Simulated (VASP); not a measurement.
The system is SiTe4H.

```
Si Te H
1.0
     7.62114    0.00000    0.00000
     0.00000    7.62114    0.00000
     0.00000    0.00000    3.09412
Si Te H
1 4 1
Direct
  0.00000 0.00000 0.00000
  0.18592 0.50000 0.50000
  0.81408 0.50000 0.50000
  0.50000 0.81408 0.50000
  0.50000 0.18592 0.50000
  0.50000 0.50000 0.50000
```

The cell was generated, and may not be a known phase.

| Quantity | Value |
| --- | --- |
| Program | VASP 6.6.1 |
| Task | relaxation of cell and atoms |
| Functional | PBE |
| Potentials or basis | VASP PAW PBE potentials, release 64 (Si, Te, H) |
| Cutoff | 600 eV |
| k mesh | 6 × 6 × 12 |
| Occupations | gaussian, width 0.1 eV |
| Spin | no spin polarisation |

At the start: pressure -0.4 GPa; volume 29.95 Å³/atom.

Question: How do energy, volume and symmetry change on relaxing?

Answer: Over 7 steps the energy falls by 4.5 meV/atom and the volume is 29.63 Å³/atom (-1.1 %); space group P4/mmm (No. 123, to 0.1 Å) before and after.

Step by step:
| step | energy change (eV) | largest force (eV/Å) | pressure (GPa) | volume (Å³) |
| --- | --- | --- | --- | --- |
| 1 | 0.0000 | 0.2689 | -0.43 | 179.71 |
| 2 | -0.0234 | 0.1343 | 0.05 | 177.63 |
| 3 | -0.0248 | 0.0995 | 0.20 | 177.01 |
| 4 | -0.0248 | 0.0942 | 0.24 | 176.92 |
| 5 | -0.0269 | 0.0216 | -0.03 | 177.91 |
| 6 | -0.0269 | 0.0137 | -0.06 | 178.02 |
| 7 | -0.0270 | 0.0052 | -0.03 | 177.79 |

Final structure:
```cif
data_structure
_symmetry_space_group_name_H-M 'P 1'
_symmetry_Int_Tables_number 1
_cell_length_a 7.6442
_cell_length_b 7.6442
_cell_length_c 3.0427
_cell_angle_alpha 90.000
_cell_angle_beta 90.000
_cell_angle_gamma 90.000
_cell_volume 177.79
loop_
_atom_site_label
_atom_site_type_symbol
_atom_site_fract_x
_atom_site_fract_y
_atom_site_fract_z
_atom_site_occupancy
Si1 Si 0.00000 0.00000 0.00000 1
Te1 Te 0.18924 0.50000 0.50000 1
Te2 Te 0.81076 0.50000 0.50000 1
Te3 Te 0.50000 0.81076 0.50000 1
Te4 Te 0.50000 0.18924 0.50000 1
H1 H 0.50000 0.50000 0.50000 1
```

Caveat: an odd number of electrons without spin polarisation forces a metal; a magnetic or distorted state may lie lower.
